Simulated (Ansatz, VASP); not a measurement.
# One calculation of C, two programs

Contents of POSCAR:

```
C
1.0
    2.6353316695      0.0000000000      0.0000000000
   -1.3176658347      2.2822641731      0.0000000000
    0.0000000000      0.0000000000      8.0733165092
C
8
Direct
    0.0000000000      0.0000000000      0.0929334757
    0.0000000000      0.0000000000      0.5929334757
    0.0000000000      0.0000000000      0.4070665243
    0.0000000000      0.0000000000      0.9070665243
    0.3333333333      0.6666666667      0.1554962089
    0.6666666667      0.3333333333      0.6554962089
    0.3333333333      0.6666666667      0.3445037911
    0.6666666667      0.3333333333      0.8445037911
```

File INCAR.step1:

```
SYSTEM = C
  PREC = Accurate
  ENCUT = 520
  ISMEAR = 0
  SIGMA = 0.05
  LREAL = .False.
  LASPH = .True.
  NELM = 60
  NBANDS = 26
  GGA = PE
  ALGO = Normal
  EDIFF = 1E-4
  LWAVE = .True.
  LCHARG = .False.
```

Contents of INCAR.step2:

```
SYSTEM = C
  PREC = Accurate
  ENCUT = 520
  EDIFF = 1E-7
  ISMEAR = 0
  SIGMA = 0.05
  LREAL = .False.
  LASPH = .True.
  NELM = 60
  ALGO = Normal
  ISIF = 2
  LWAVE = .False.
  LCHARG = .False.
  METAGGA = R2SCAN
  LMIXTAU = .True.
  NBANDS = 26
  ISTART = 1
```

The input KPOINTS:

```
Automatic mesh
0
Gamma
  12 12 4
  0 0 0
```

Input for Ansatz:

```yaml
crystal:
  lattice:
    - [2.6353316695, 0.0, 0.0]
    - [-1.3176658347, 2.2822641731, 0.0]
    - [0.0, 0.0, 8.0733165092]
  atoms:
    - { symbol: C, position: [0.0, 0.0, 0.0929334757] }
    - { symbol: C, position: [0.0, 0.0, 0.5929334757] }
    - { symbol: C, position: [0.0, 0.0, 0.4070665243] }
    - { symbol: C, position: [0.0, 0.0, 0.9070665243] }
    - { symbol: C, position: [0.3333333333, 0.6666666667, 0.1554962089] }
    - { symbol: C, position: [0.6666666667, 0.3333333333, 0.6554962089] }
    - { symbol: C, position: [0.3333333333, 0.6666666667, 0.3445037911] }
    - { symbol: C, position: [0.6666666667, 0.3333333333, 0.8445037911] }
basis:
  ecutwfc: 500
kpoints:
  mp_grid: { grid: [12, 12, 4] }
hamiltonian:
  xc: r2scan
scf:
  occupations: { method: gaussian, width: 0.05 }
output:
  forces: true
  stress: true
  eigenvalues: true
```

Change from the starting cell: strain +0.050 along x and y, -0.025 along z, atoms carried along.

Alike in both runs: task single point; functional r2SCAN; k mesh 12 × 12 × 4; occupations gaussian, width 0.05 eV; no spin polarisation.

|  | VASP | Ansatz |
| --- | --- | --- |
| version | VASP 6.6.1 | Ansatz 0.2.0 |
| potentials or method | VASP PAW PBE potentials, release 64 (C), cutoff 520 eV | scalar-relativistic, plane waves, PAW |
| valence electrons in the cell | 32 | 32 |

Ansatz gave:

```
gap on the k mesh at the Fermi level (eV)                     : 3.62
least direct gap on the mesh (eV)                             : 4.54
pressure (GPa)                                                : -25.4
traceless stress, the component that is largest in VASP (GPa) : 54.87
rms of the force components (eV/Å)                            : 0.093
```

Question: What did VASP give for the same quantities?

Answer: gap on the k mesh at the Fermi level (eV): 3.59; least direct gap on the mesh (eV): 4.50; pressure (GPa): -24.5; traceless stress, the component that is largest in VASP (GPa): 55.19; rms of the force components (eV/Å): 0.104.

VASP's potentials were made for PBE, not for r2SCAN. Atom by atom the forces differ by 0.015 eV/Å (rms over components). With one functional, cell and mesh, what is left measures potentials, basis and numerics.
